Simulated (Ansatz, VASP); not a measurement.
**One calculation of P, two programs**

```
P
1.0
     3.07300    0.00000    0.00000
    -1.53650    2.66130    0.00000
     0.00000    0.00000   28.00000
P
2
Direct
  0.33333 0.66667 0.51430
  0.66667 0.33333 0.48570
```

Alike in both runs: task single point; functional PBE; dispersion D3(BJ); k mesh 9 × 9 × 1; occupations gaussian, width 0.02 eV; no spin polarisation.

|  | VASP | Ansatz |
| --- | --- | --- |
| version | VASP 6.6.1 | Ansatz 0.2.0 |
| potentials or method | VASP PAW PBE potentials, release 64 (P), cutoff 520 eV | scalar-relativistic, plane waves, PAW |
| valence electrons in the cell | 10 | 10 |

VASP gave:

```
gap on the k mesh at the Fermi level (eV)  : none
rms of the force components (eV/Å)         : 4.685
work function, face that differs most (eV) : 5.34
```

Task: Estimate Ansatz's values.

Result: gap on the k mesh at the Fermi level (eV): none; rms of the force components (eV/Å): 4.647; work function, face that differs most (eV): 5.31.

Atom by atom the forces differ by 0.039 eV/Å (rms over components). A gap of «none» marks a metal or a gap that the smearing closes.
